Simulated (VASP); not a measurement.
# Hf4N (P2/m) in VASP: further runs, part 2 of 2

VASP 6.6.1. The steps go on from the part before.

### Step 3. Relaxation of cell and atoms, PBE (with an interstitial atom)

Input file INCAR:

```
SYSTEM = Hf4N
  PREC = Accurate
  ENCUT = 600
  EDIFF = 1E-6
  ISMEAR = 0
  SIGMA = 0.2
  LREAL = .False.
  LASPH = .True.
  NELM = 80
  ALGO = Normal
  ISIF = 3
  LWAVE = .False.
  LCHARG = .False.
  GGA = PE
  IBRION = 2
  NSW = 36
  EDIFFG = -0.08
```

Input file KPOINTS:

```
regular mesh
0
Gamma
  3 5 3
  0 0 0
```

Input file POSCAR:

```
Hf4N
1.0
    4.9500000000      0.0000000000      0.0000000000
    0.0000000000      3.1400000000      0.0000000000
    0.0000000000      0.0000000000      5.4400000000
Hf N
4 1
Direct
    0.2500000000      0.5000000000      0.8333300000
    0.7500000000      0.5000000000      0.1666700000
    0.7500000000      0.0000000000      0.6666700000
    0.2500000000      0.0000000000      0.3333300000
    0.0000000000      0.0000000000      0.0000000000
```

Potentials or basis: VASP PAW PBE potentials, release 64 (Hf_pv, N).

Run with:

```
$ cat potpaw_PBE.64/Hf_pv/POTCAR potpaw_PBE.64/N/POTCAR > POTCAR
$ mpirun -np 1 vasp_std > vasp.out
```

OUTCAR:

```text
SYSTEM = Hf4N
   PREC = Accurate
   ENCUT = 600
   EDIFF = 1E-6
   ISMEAR = 0
   LREAL = .False.
   LASPH = .True.
   NELM = 80
   ISIF = 3
   GGA = PE
   IBRION = 2
   NSW = 36
   EDIFFG = -0.08

 ion  position               nearest neighbor table
   1  0.250  0.500  0.833-   5 2.20   5 2.20   3 3.07   3 3.07   3 3.07   3 3.07   2 3.07   2 3.07
                             4 3.14   4 3.14   4 3.14   4 3.14
   2  0.750  0.500  0.167-   5 2.20   5 2.20   4 3.07   4 3.07   4 3.07   4 3.07   1 3.07   1 3.07
                             3 3.14   3 3.14   3 3.14   3 3.14
   3  0.750  0.000  0.667-   5 2.20   1 3.07   1 3.07   1 3.07   1 3.07   4 3.07   4 3.07   2 3.14
                             2 3.14   2 3.14   2 3.14
   4  0.250  0.000  0.333-   5 2.20   2 3.07   2 3.07   2 3.07   2 3.07   3 3.07   3 3.07   1 3.14
                             1 3.14   1 3.14   1 3.14
   5  0.000  0.000  0.000-   1 2.20   2 2.20   1 2.20   2 2.20   3 2.20   4 2.20

  LATTYP: Found a simple orthorhombic cell.
 ALAT       =     3.1400000000
 B/A-ratio  =     1.5764331210
 C/A-ratio  =     1.7324840764

  Lattice vectors:

 A1 = (   0.0000000000,  -3.1400000000,   0.0000000000)
 A2 = (   4.9500000000,   0.0000000000,   0.0000000000)
 A3 = (   0.0000000000,   0.0000000000,   5.4400000000)

Analysis of symmetry for initial positions (statically):
=====================================================================
 Subroutine PRICEL returns:
 Original cell was already a primitive cell.

 Routine SETGRP: Setting up the symmetry group for a
 simple orthorhombic supercell.

 Subroutine GETGRP returns: Found  4 space group operations
 (whereof  4 operations were pure point group operations)
 out of a pool of  8 trial point group operations.

The static configuration has the point symmetry C_2h.

Analysis of symmetry for dynamics (positions and initial velocities):
=====================================================================
 Subroutine PRICEL returns:
 Original cell was already a primitive cell.

 Routine SETGRP: Setting up the symmetry group for a
 simple orthorhombic supercell.

[... 112 lines left out ...]
   NUPDOWN=      -1.0000    fix difference up-down
   EMIN   =  10.00;   EMAX   =-10.00  energy-range for DOS
   EFERMI =   0.00;   METHOD = LEGACY
   ISMEAR =     0;   SIGMA  =   0.20  broadening in eV -4-tet -1-fermi 0-gaus
   EFERMI_NEDOS =   21; number of points for ismear=-14 and -15
   IALGO  =     38    algorithm
   IMIX   =      4    mixing-type and parameters
     AMIX     =   0.40;   BMIX     =  1.00
     AMIX_MAG =   1.60;   BMIX_MAG =  1.00
  volume/ion in A,a.u.               =      16.91       114.12
  Fermi-wavevector in a.u.,A,eV,Ry     =   1.326685  2.507071 23.947513  1.760093
  Thomas-Fermi vector in A             =   2.456053
   LORBIT       =      0    0 simple, 1 ext, 2 COOP (PROOUT), +10 PAW based schemes
   GGA     = PE    functional components
   LHFCALC =     F    Hartree Fock is set to
   AEXX    =    0.0000 exact exchange contribution
   IVDW    =     0    specifies the selected vdW correction
   LEPSILON=     F    determine dielectric tensor
   LRPA    =     F    only Hartree local field effects (RPA)
 conjugate gradient relaxation of ions
 non-spin polarized calculation
 Gauss-broadening in eV      SIGMA  =   0.20
  energy-cutoff  :      600.00
  volume of cell :       84.55
 maximum number of plane-waves:      2834
 NGX is ok and might be reduce to    40
   NGX = 19   NGY = 13   NGZ = 21

--------------------------------------- Ionic step        1  -------------------------------------------

 number of electron      44.9999997 magnetization

 Free energy of the ion-electron system (eV)
  ---------------------------------------------------
  ext. energy  EPLUGINS =         0.00000000
  ---------------------------------------------------
  free energy    TOTEN  =       -51.48201748 eV

  energy without entropy =      -51.43125185  energy(sigma->0) =      -51.45663466

------------------------ aborting loop because EDIFF is reached ----------------------------------------

  FORCE on cell =-STRESS in cart. coord.  units (eV):
  Direction    XX          YY          ZZ          XY          YZ          ZX
  --------------------------------------------------------------------------------------
  -------------------------------------------------------------------------------------
  Total        8.2864164      7.0273253      8.5765101      0.0000000      0.0000000      0.5931932
  in kB      157.0158848    133.1578862    162.5127490      0.0000000      0.0000000     11.2401728
  external PRESSURE =     150.8955066 kB  Pullay stress =       0.0000000 kB
[... 221 lines left out ...]
--------------------------------------- Ionic step        7  -------------------------------------------

 number of electron      45.0000005 magnetization

 Free energy of the ion-electron system (eV)
  ---------------------------------------------------
  ext. energy  EPLUGINS =         0.00000000
  ---------------------------------------------------
  free energy    TOTEN  =       -51.87695051 eV

  energy without entropy =      -51.82799959  energy(sigma->0) =      -51.85247505

 E-fermi :   5.0945     XC(G=0): -11.5061

 val. band max:        5.0560479847   @ k =   0.0000   0.0000   0.0000
 cond. band min:       5.1077960812   @ k =   0.0000   0.2000   0.3333
 fundamental gap:      0.0517480965
 Fermi energy:         5.0944796841

 k-point     1 :       0.0000    0.0000    0.0000
  band No.  band energies     occupation
      1     -25.8771      2.00000
      2     -25.6442      2.00000
      3     -25.5244      2.00000
      4     -25.4742      2.00000
      5     -25.2960      2.00000
      6     -25.2260      2.00000
[... 471 lines left out ...]
  FREE ENERGIE OF THE ION-ELECTRON SYSTEM (eV)
  ---------------------------------------------------
  free  energy   TOTEN  =       -51.8769505077 eV

  energy  without entropy=      -51.8279995868  energy(sigma->0) =      -51.85247505

 reached required accuracy - stopping structural energy minimisation
```

Run time: 1.8 min. Hardware: 1 thread of Intel Xeon 6975P-C (Granite Rapids), shared host; peak memory 0.24 GiB.

Results:

```yaml
Free_energy: -51.8770 eV
Relaxed_volume: 18.60 Å³/atom
Relaxed_cell: a = 5.128 Å, b = 3.214 Å, c = 5.643 Å, α = 90.00°, β = 89.55°, γ = 90.00°
Space_group_after_relaxing_to_0.1_Å: P2/m (No. 10)
Energy_gained_by_relaxing: 79.0 meV/atom
Ionic_steps: 7
Pressure_after_relaxing: -0.2 GPa
Largest_force_after_relaxing: 0.075 eV/Å
Band_gap_on_the_k_mesh: zero (an odd number of electrons rules out a gap without spin polarisation)
```

Forces on the atoms (eV/Å):
```
Hf  -0.040  0.000  0.022
Hf   0.040  0.000 -0.022
Hf  -0.065  0.000 -0.037
Hf   0.065  0.000  0.037
N    0.000  0.000  0.000
```

Step by step:
```csv
step,energy change (eV),largest force (eV/Å),pressure (GPa),volume (Å³)
1,0.0000,0.4110,15.09,84.55
2,0.3692,1.1198,-15.75,105.57
3,-0.3498,0.6398,-0.73,92.59
4,-0.3502,0.6268,-0.32,92.33
5,-0.3887,0.2409,-0.01,92.63
6,-0.3920,0.0896,0.16,92.75
7,-0.3949,0.0750,-0.16,93.01
```

Final structure:
```
CELL_PARAMETERS angstrom
5.12753 0.00000 0.02026
0.00000 3.21444 0.00000
0.02225 0.00000 5.64301
ATOMIC_POSITIONS crystal
Hf 0.24753 0.50000 0.84154
Hf 0.75247 0.50000 0.15846
Hf 0.74626 0.00000 0.67250
Hf 0.25374 0.00000 0.32750
N 0.00000 0.00000 0.00000
```

Caveat: the k points lie up to 0.41 Å⁻¹ apart in the final cell, too coarse for converged energies and pressures of a metal; the cell differs from its parent crystal (with an interstitial atom); spin-orbit coupling is left out, which moves the levels of the heavy elements; the relaxation stopped at a loose force limit of 0.08 eV/Å, so its end isn't a converged minimum.
